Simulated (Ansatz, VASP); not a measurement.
One calculation of WS2, two programs

Contents of POSCAR:

```
WS2
1.0
    3.1835163552      0.0000000000      0.0000000000
   -1.5917581776      2.7570060369      0.0000000000
    0.0000000000      0.0000000000     16.9505778900
W S
1 2
Direct
    0.0000000000      0.0000000000      0.0000000000
    0.3333333333      0.6666666667      0.0920005100
    0.3333333333      0.6666666667      0.9079994900
```

INCAR.step1

```
ALGO = Normal ; EDIFF = 1E-5
ENCUT = 520 ; GGA = PE
ISIF = 2 ; ISMEAR = -1
LASPH = True ; LCHARG = False
LREAL = False ; LWAVE = True
NBANDS = 20 ; NELM = 100
PREC = Accurate ; SIGMA = 0.05
```

INCAR.step2

```
AEXX = 0.25 ; ALGO = Normal
EDIFF = 1E-7 ; ENCUT = 520
GGA = PE ; HFSCREEN = 0.3
ISIF = 2 ; ISMEAR = -1
ISTART = 1 ; LASPH = True
LCHARG = False ; LHFCALC = True
LREAL = False ; LWAVE = False
NBANDS = 20 ; NELM = 100
PREC = Accurate ; PRECFOCK = Normal
SIGMA = 0.05
```

KPOINTS

```
k-points
0
Gamma
  5 5 1
```

The input input.yaml:

```yaml
crystal:
  lattice:
    - [3.1835163552, 0.0, 0.0]
    - [-1.5917581776, 2.7570060369, 0.0]
    - [0.0, 0.0, 16.95057789]
  atoms:
    - { symbol: W, position: [0.0, 0.0, 0.0] }
    - { symbol: S, position: [0.3333333333, 0.6666666667, 0.09200051] }
    - { symbol: S, position: [0.3333333333, 0.6666666667, 0.90799949] }
hamiltonian:
  xc: { exchange: pbe, correlation: pbe, exx: { coeff: 0.25, omega: 0.3 } }
  pseudopotentials: { kind: paw }
kpoints:
  mp_grid: { grid: [5, 5, 1] }
  band_path:
    path:
      - [[0.0, 0.0, 0.0], [0.5, 0.0, 0.0], [0.3333333333, 0.3333333333, 0.0], [0.0, 0.0, 0.0], [0.0, 0.0, 0.5], [0.5, 0.0, 0.5], [0.3333333333, 0.3333333333, 0.5], [0.0, 0.0, 0.5]]
      - [[0.5, 0.0, 0.5], [0.5, 0.0, 0.0]]
      - [[0.3333333333, 0.3333333333, 0.0], [0.3333333333, 0.3333333333, 0.5]]
    npoints: 4
scf:
  occupations: { method: fermi_dirac, width: 0.05 }
  n_extra_bands: 7
output:
  forces: true
  stress: true
  eigenvalues: true
  fatbands: false
```

Alike in both runs: functional PBE-based screened hybrid with a share of 0.25 of exact exchange and HFSCREEN = 0.3; k mesh 5 × 5 × 1; occupations fermi-dirac, width 0.05 eV; no spin polarisation.

|  | VASP | Ansatz |
| --- | --- | --- |
| version | VASP 6.6.1 | Ansatz 0.2.0 |
| potentials or method | VASP PAW PBE potentials, release 64 (W_sv, S) | Ansatz PAW |
| plane-wave cutoff (eV) | 520 | 420 |
| valence electrons in the cell | 26 | 26 |
| task | single point | band structure |

```tsv
	VASP	Ansatz	Ansatz less VASP
gap on the k mesh at the Fermi level (eV)	2.62	2.62	-0.006
rms of the force components (eV/Å)	0.120	0.094	-0.0257
```

VASP's potentials were made for PBE, not for PBE-based screened hybrid. Atom by atom the forces differ by 0.026 eV/Å (rms over components).

The k mesh is coarse, so the values compare programs but aren't converged. Neither program's run includes spin-orbit coupling.
